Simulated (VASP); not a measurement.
B:

```
B
1.0
     1.87259    0.00000    0.00000
     0.00000    1.87259    0.00000
     0.00000    0.00000    1.87259
B
1
Direct
  0.50000 0.50000 0.50000
```

Base run:

```yaml
Program: VASP 6.6.1
Functional: PBE
Potentials_or_basis: VASP PAW PBE potentials, release 64 (B)
Cutoff: 520 eV
k_mesh: 14 × 14 × 14
Occupations: fermi-dirac, width 0.05 eV
Spin: no spin polarisation
```

Its results: pressure 5.3 GPa.

The run is repeated on the same cell with these changes: functional from PBE to PBE0; k mesh from 14 × 14 × 14 to 7 × 7 × 7. What comes out?

Pressure -0.3 GPa.

Several settings changed at once, so the effect can't be laid on one alone.

Caveats: some runs use coarse meshes; the PAW data sets were made with another functional, which shifts forces and pressure a little (some runs).
